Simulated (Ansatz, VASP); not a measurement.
BAs: VASP beside Ansatz

```
As B
1.0
     0.00000    2.35622    2.35622
     2.35622    0.00000    2.35622
     2.35622    2.35622    0.00000
As B
1 1
Direct
  0.75000 0.75000 0.75000
  0.00000 0.00000 0.00000
```

Alike in both runs: task single point; functional BLYP; dispersion D4; k mesh 10 × 10 × 10; occupations fermi-dirac, width 0.05 eV; no spin polarisation.

|  | VASP | Ansatz |
| --- | --- | --- |
| version | VASP 6.6.1 | Ansatz 0.2.0 |
| potentials or method | VASP PAW PBE potentials, release 64 (As, B) | Ansatz PAW |
| plane-wave cutoff (eV) | 520 | 420 |
| valence electrons in the cell | 8 | 18 |

Ansatz gave:

| Property | Result |
| --- | --- |
| gap on the k mesh at the Fermi level (eV) | 1.38 |
| least direct gap on the mesh (eV) | 3.42 |
| pressure (GPa) | 4.6 |

What did VASP give for the same quantities?

gap on the k mesh at the Fermi level (eV): 1.37; least direct gap on the mesh (eV): 3.43; pressure (GPa): 5.7.

VASP's potentials were made for PBE, not for BLYP. VASP's potentials hold 8 valence electrons a cell and Ansatz's 18, so a difference there can come from the potentials and not from the codes.
